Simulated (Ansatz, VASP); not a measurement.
**InSb3 in VASP and in Ansatz**

The input INCAR:

```
SYSTEM = InSb3
PREC = Accurate
ENCUT = 520
EDIFF = 1E-6
ISMEAR = 0
SIGMA = 0.15
LREAL = .False.
LASPH = .True.
NELM = 60
ALGO = Normal
ISIF = 2
LWAVE = .False.
LCHARG = .False.
GGA = PE
IVDW = 12
NBANDS = 38
```

The input KPOINTS:

```
Automatic mesh
0
Gamma
  8 6 6
  0 0 0
```

The input POSCAR:

```
InSb3
1.0
   -4.7334824492      0.0000000000      0.0000000000
    0.0000000000      4.7334824492      4.7334824492
    0.0000000000      4.7334824492     -4.7334824492
In Sb
2 6
Direct
    1.0000000000      0.0000000000      0.0000000000
    1.0000000000      0.5000000000      0.5000000000
    0.5000000000      0.7500000000      0.2500000000
    0.5000000000      0.2500000000      0.7500000000
    1.0000000000      0.5000000000      0.0000000000
    1.0000000000      0.0000000000      0.5000000000
    0.5000000000      0.7500000000      0.7500000000
    0.5000000000      0.2500000000      0.2500000000
```

Input for Ansatz:

```yaml
crystal:
  lattice:
    - [-4.7334824492, 0.0, 0.0]
    - [0.0, 4.7334824492, 4.7334824492]
    - [0.0, 4.7334824492, -4.7334824492]
  atoms:
    - { symbol: In, position: [1.0, 0.0, 0.0] }
    - { symbol: In, position: [1.0, 0.5, 0.5] }
    - { symbol: Sb, position: [0.5, 0.75, 0.25] }
    - { symbol: Sb, position: [0.5, 0.25, 0.75] }
    - { symbol: Sb, position: [1.0, 0.5, 0.0] }
    - { symbol: Sb, position: [1.0, 0.0, 0.5] }
    - { symbol: Sb, position: [0.5, 0.75, 0.75] }
    - { symbol: Sb, position: [0.5, 0.25, 0.25] }
basis:
  ecutwfc: 420
kpoints:
  mp_grid: { grid: [8, 6, 6] }
hamiltonian:
  xc: pbe
  pseudopotentials: { kind: paw, azcp: { folder: soft_1 } }
  dispersion: d3bj
scf:
  occupations: { method: gaussian, width: 0.15 }
output:
  forces: true
  stress: true
  eigenvalues: true
  write_density: true
  write_potential: true
  elf: true
  volumetric_format: npy
```

Alike in both runs: task single point; functional PBE; dispersion D3(BJ); k mesh 8 × 6 × 6; occupations gaussian, width 0.15 eV; no spin polarisation.

```csv
,VASP,Ansatz
version,VASP 6.6.1,Ansatz 0.2.0
potentials or method,"VASP PAW PBE potentials, release 64 (In_d, Sb), cutoff 520 eV","scalar-relativistic, plane waves, PAW"
valence electrons in the cell,56,116
```

VASP gave:

| Property | Result |
| --- | --- |
| gap on the k mesh at the Fermi level (eV) | none |
| pressure (GPa) | -0.2 |

Q: Which values does Ansatz return?

A: gap on the k mesh at the Fermi level (eV): none; pressure (GPa): -0.1.

A gap of «none» marks a metal or a gap that the smearing closes. VASP's potentials hold 56 valence electrons a cell and Ansatz's 116, so a difference there can come from the potentials and not from the codes.

Neither program's run includes spin-orbit coupling.
